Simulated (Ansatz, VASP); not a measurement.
Sn: VASP beside Ansatz

```
Sn
1.0
    -1.89465    1.89465    1.89465
     1.89465   -1.89465    1.89465
     1.89465    1.89465   -1.89465
Sn
1
Direct
  0.00000 0.00000 0.00000
```

Alike in both runs: functional LDA; k mesh 6 × 6 × 6; occupations fermi-dirac, width 0.05 eV; no spin polarisation.

|  | VASP | Ansatz |
| --- | --- | --- |
| version | VASP 6.6.1 | Ansatz 0.2.0 |
| potentials or method | VASP PAW LDA potentials, release 64 (Sn_d) | Ansatz PAW |
| plane-wave cutoff (eV) | 520 | 420 |
| valence electrons in the cell | 14 | 14 |
| task | single point | band structure |

|  | VASP | Ansatz | Ansatz less VASP |
| --- | --- | --- | --- |
| gap on the k mesh at the Fermi level (eV) | none | none | - |
| pressure (GPa) | -3.4 | -3.5 | -0.04 |

LDA's correlation is that of Perdew and Zunger in VASP and of Perdew and Wang (1992) in Ansatz. A gap of «none» marks a metal or a gap that the smearing closes.

The k mesh is coarse, so the values compare programs but aren't converged.
